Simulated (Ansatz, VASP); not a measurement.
# Os: VASP beside Ansatz

The input INCAR:

```
ALGO = Normal ; EDIFF = 1E-6
ENCUT = 560 ; GGA_COMPAT = F
ISIF = 2 ; ISMEAR = 0
LASPH = T ; LCHARG = T
LELF = T ; LREAL = F
LVHAR = T ; LWAVE = F
NBANDS = 23 ; NELM = 120
PREC = Accurate ; SIGMA = 1.0
```

File KPOINTS:

```
k-points
0
Gamma
  13 13 8
```

Contents of POSCAR:

```
Os
1.0
    2.7175247593      0.0000000000      0.0000000000
   -1.3587623796      2.3534454770      0.0000000000
    0.0000000000      0.0000000000      4.2844606214
Os
2
Direct
    0.3333333333      0.6666666667      0.2500000000
    0.6666666667      0.3333333333      0.7500000000
```

Input for Ansatz:

```yaml
crystal:
  lattice:
    - [2.7175247593, 0.0, 0.0]
    - [-1.3587623796, 2.353445477, 0.0]
    - [0.0, 0.0, 4.2844606214]
  atoms:
    - { symbol: Os, position: [0.3333333333, 0.6666666667, 0.25] }
    - { symbol: Os, position: [0.6666666667, 0.3333333333, 0.75] }
hamiltonian:
  xc: lda
  pseudopotentials:
    kind: paw
    azcp:
      Os: "pseudopotentials/Os.paw.azcp"
basis:
  ecutwfc: 420
  fft_grid_basis: typed
kpoints:
  mp_grid: { grid: [13, 13, 8], shift: [0, 0, 0] }
magnetization:
  spin_polarized: false
scf:
  occupations: { method: gaussian, width: 1.0 }
  lower_state_search: "off"
output:
  stress: true
  write_density: true
  write_potential: true
  elf: true
  volumetric_format: npy
```

Alike in both runs: task single point; functional LDA; k mesh 13 × 13 × 8; occupations gaussian, width 1 eV; no spin polarisation.

|  | VASP | Ansatz |
| --- | --- | --- |
| version | VASP 6.6.1 | Ansatz 0.2.0 |
| potentials or method | VASP PAW LDA potentials, release 64 (Os_sv_GW), cutoff 560 eV | plane waves (420 eV) with PAW, scalar-relativistic |
| valence electrons in the cell | 32 | 32 |

```tsv
	VASP	Ansatz	Ansatz less VASP
pressure (GPa)	3.3	2.8	-0.47
traceless stress, the component that is largest in VASP (GPa)	2.01	1.88	-0.130
```

Ansatz warns that its potentials were made for another functional, while VASP's fit it. LDA's correlation is that of Perdew and Zunger in VASP and of Perdew and Wang (1992) in Ansatz.

Neither program's run includes spin-orbit coupling.
